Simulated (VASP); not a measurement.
Set up this calculation in VASP 6.6.1, as the native input.

```yaml
Task: single point
Functional: PBE
Potentials_or_basis: VASP PAW PBE potentials, release 64 (Hf_pv, N)
Cutoff: 520 eV
k_mesh: 6 × 6 × 1
Occupations: gaussian, width 0.2 eV
Spin: no spin polarisation
Dipole_correction: no
Further_INCAR_settings: LREAL = Auto; ALGO = Normal; EDIFF = 1e-06; NBANDS = 89
```

The structure of Hf7N lies in POSCAR:

```
Hf7N
1.0
    3.2076845450      0.0000000000      0.0000000000
   -1.6038422725      2.7779363033      0.0000000000
    0.0000000000      0.0000000000     35.9333152529
Hf N
14 2
Direct
    0.3333333333      0.6666666667      0.1792884831
    0.6666666667      0.3333333333      0.2500000000
    0.3333333333      0.6666666667      0.3207115169
    0.6666666667      0.3333333333      0.9639103112
    0.3333333333      0.6666666667      0.0360896888
    0.3333333333      0.6666666667      0.8914792922
    0.6666666667      0.3333333333      0.1085207078
    0.3333333333      0.6666666667      0.4639103112
    0.6666666667      0.3333333333      0.5360896888
    0.6666666667      0.3333333333      0.3914792922
    0.3333333333      0.6666666667      0.6085207078
    0.6666666667      0.3333333333      0.6792884831
    0.3333333333      0.6666666667      0.7500000000
    0.6666666667      0.3333333333      0.8207115169
    0.0000000000      0.0000000000      0.0000000000
    0.0000000000      0.0000000000      0.5000000000
```

One way to write it, as run:

INCAR

```
PREC = Accurate ; ENCUT = 520
EDIFF = 1E-6 ; ISMEAR = 0
SIGMA = 0.2 ; LREAL = Auto
LASPH = T ; NELM = 100
ALGO = Normal ; ISIF = 2
LWAVE = F ; LCHARG = F
GGA = PE ; NBANDS = 89
```

KPOINTS

```
Automatic mesh
0
Gamma
  6 6 1
```

Potentials or basis: VASP PAW PBE potentials, release 64 (Hf_pv, N).

Launch:

```console
$ cat potpaw_PBE.64/Hf_pv/POTCAR potpaw_PBE.64/N/POTCAR > POTCAR
$ mpirun -np 1 vasp_std > vasp.out
```

Results of the run:

```yaml
Pressure: -0.7 GPa
Largest_force: 0.038 eV/Å
Band_gap_on_the_k_mesh: zero (bands 75 and 76 overlap by 1.58 eV)
```

Caveat: the k points lie up to 0.38 Å⁻¹ apart, too coarse for converged energies and pressures of a metal; spin-orbit coupling is left out, which moves the levels of the heavy elements.

It took 13 min on 1 thread of Intel Xeon 8259CL, with other jobs on the host, peak memory 0.45 GiB.
